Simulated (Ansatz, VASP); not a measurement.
# TaN: VASP beside Ansatz

The input INCAR:

```
SYSTEM = TaN
  PREC = Accurate
  ENCUT = 520
  EDIFF = 1E-8
  ISMEAR = -1
  SIGMA = 0.01
  LREAL = .False.
  LASPH = .True.
  NELM = 60
  ALGO = Normal
  ISIF = 2
  LWAVE = .False.
  LCHARG = .False.
  GGA = PS
  LEFG = .True.
  NBANDS = 24
```

Contents of KPOINTS:

```
Automatic mesh
0
Gamma
  11 11 6
  0 0 0
```

POSCAR

```
TaN
1.0
    3.0275449731      0.0000000000      0.0000000000
   -1.5137724866      2.6219308577      0.0000000000
    0.0000000000      0.0000000000      4.8849922940
Ta N
2 2
Direct
    0.0000000000      0.0000000000      0.0000000000
    0.0000000000      0.0000000000      0.5000000000
    0.3333333333      0.6666666667      0.2500000000
    0.6666666667      0.3333333333      0.7500000000
```

Input for Ansatz:

```yaml
crystal:
  lattice:
    - [3.0275449731, 0.0, 0.0]
    - [-1.5137724866, 2.6219308577, 0.0]
    - [0.0, 0.0, 4.884992294]
  atoms:
    - { symbol: Ta, position: [0.0, 0.0, 0.0] }
    - { symbol: Ta, position: [0.0, 0.0, 0.5] }
    - { symbol: "N", position: [0.3333333333, 0.6666666667, 0.25] }
    - { symbol: "N", position: [0.6666666667, 0.3333333333, 0.75] }
kpoints:
  mp_grid: { grid: [11, 11, 6] }
scf:
  occupations: { method: fermi_dirac, width: 0.01 }
hamiltonian:
  xc: pbesol
  pseudopotentials: { kind: paw }
output:
  forces: true
  stress: true
  eigenvalues: true
  efg: { contact_densities: true }
```

Change from the starting cell: volume scaled by 0.98, PAW files.

Alike in both runs: task electric field gradients; functional PBEsol; k mesh 11 × 11 × 6; occupations fermi-dirac, width 0.01 eV; no spin polarisation.

```csv
,VASP,Ansatz
version,VASP 6.6.1,Ansatz 0.2.0
potentials or method,"VASP PAW PBE potentials, release 64 (Ta_pv, N)","PAW with Ansatz's default frozen-core files, scalar-relativistic"
plane-wave cutoff (eV),520,420
valence electrons in the cell,32,36
```

```csv
,VASP,Ansatz,Ansatz less VASP
pressure (GPa),61.0,59.2,-1.79
"traceless stress, the component that is largest in VASP (GPa)",58.04,57.47,-0.562
size of Vzz on the site where it differs most (V/Å²),166.2,185.7,+19.51
```

VASP's potentials were made for PBE, not for PBEsol. Both programs put the cell under a high pressure, so it lies far from rest at this level. The functional is the same, so the differences come from potentials, cutoffs and numerics. VASP's potentials hold 32 valence electrons a cell and Ansatz's 36, so a difference there can come from the potentials and not from the codes.

Spin-orbit coupling is off throughout. Noted on VASP's run: the cell as given lies far from equilibrium.
